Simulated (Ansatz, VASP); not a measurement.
# SnO2: VASP beside Ansatz

```
CELL_PARAMETERS angstrom
4.72127 0.00000 0.00000
0.00000 4.72425 0.00000
0.00000 0.00000 3.12622
ATOMIC_POSITIONS crystal
Sn 0.50000 0.50000 0.50000
Sn 0.00000 0.00000 0.00000
O 0.30460 0.30546 0.00000
O 0.80460 0.19454 0.50000
O 0.19540 0.80546 0.50000
O 0.69540 0.69454 0.00000
```

Change from the starting cell: strain along c alone, the other axes held, atoms relaxed: -2.0 %.

Alike in both runs: functional LDA; k mesh 6 × 6 × 8; occupations gaussian, width 0.02 eV; no spin polarisation.

Ansatz relaxed the structure, and its values are those at the end. VASP's run is a single point on that final structure, the one shown.

|  | VASP | Ansatz |
| --- | --- | --- |
| version | VASP 6.6.1 | Ansatz 0.2.0 |
| potentials or method | VASP PAW LDA potentials, release 64 (Sn_d, O), cutoff 520 eV | scalar-relativistic, plane waves, PAW |
| valence electrons in the cell | 52 | 52 |

```tsv
	VASP	Ansatz	Ansatz less VASP
gap on the k mesh at the Fermi level (eV)	1.48	1.44	-0.035
least direct gap on the mesh (eV)	1.48	1.44	-0.035
pressure (GPa)	6.4	5.2	-1.19
rms of the force components (eV/Å)	0.014	0.000	-0.0134
```

LDA's correlation is that of Perdew and Zunger in VASP and of Perdew and Wang (1992) in Ansatz. Ansatz's warnings: stress scf threshold loose.
